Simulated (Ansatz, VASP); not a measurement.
# LiCl: VASP beside Ansatz

File INCAR:

```
ALGO = Normal ; EDIFF = 1E-7
ENCUT = 520 ; GGA = PE
ISIF = 2 ; ISMEAR = 0
LASPH = T ; LCHARG = F
LREAL = F ; LWAVE = F
NBANDS = 12 ; NELM = 100
PREC = Accurate ; SIGMA = 0.05
```

Contents of KPOINTS:

```
k-points
0
Gamma
  8 8 8
```

Contents of POSCAR:

```
LiCl
1.0
    0.0000000000      2.5647600000      2.5647600000
    2.5647600000      0.0000000000      2.5647600000
    2.5647600000      2.5647600000      0.0000000000
Li Cl
1 1
Direct
    0.0365531278     -0.0365531278      0.0365531278
    0.5000000000      0.5000000000      0.5000000000
```

Input for Ansatz:

```yaml
crystal:
  lattice:
    - [0.0, 2.56476, 2.56476]
    - [2.56476, 0.0, 2.56476]
    - [2.56476, 2.56476, 0.0]
  atoms:
    - { symbol: Li, position: [0.0365531278, -0.0365531278, 0.0365531278] }
    - { symbol: Cl, position: [0.5, 0.5, 0.5] }
basis:
  ecutwfc: 420
kpoints:
  mp_grid: { grid: [8, 8, 8] }
hamiltonian:
  xc: pbe
scf:
  occupations: { method: gaussian, width: 0.05 }
output:
  forces: true
  stress: true
  eigenvalues: true
  write_density: true
  write_potential: true
  elf: true
  volumetric_format: npy
```

Change from the starting cell: all Li atoms moved +0.188 Å, as atom 1 along Cartesian [0 1 0].

Alike in both runs: task single point; functional PBE; k mesh 8 × 8 × 8; occupations gaussian, width 0.05 eV; no spin polarisation.

```csv
,VASP,Ansatz
version,VASP 6.6.1,Ansatz 0.2.0
potentials or method,"VASP PAW PBE potentials, release 64 (Li_sv, Cl), cutoff 520 eV","scalar-relativistic, plane waves, PAW"
valence electrons in the cell,10,10
```

VASP gave:

| Quantity | Value |
| --- | --- |
| gap on the k mesh at the Fermi level (eV) | 6.32 |
| least direct gap on the mesh (eV) | 6.32 |
| rms of the force components (eV/Å) | 0.097 |

Q: Which values does Ansatz return?

A: gap on the k mesh at the Fermi level (eV): 6.31; least direct gap on the mesh (eV): 6.31; rms of the force components (eV/Å): 0.097.

Atom by atom the forces differ by 0.000 eV/Å (rms over components).

Noted on VASP's run: the cutoff is under 1.25 times that of the potentials, so the pressure is a little rough.
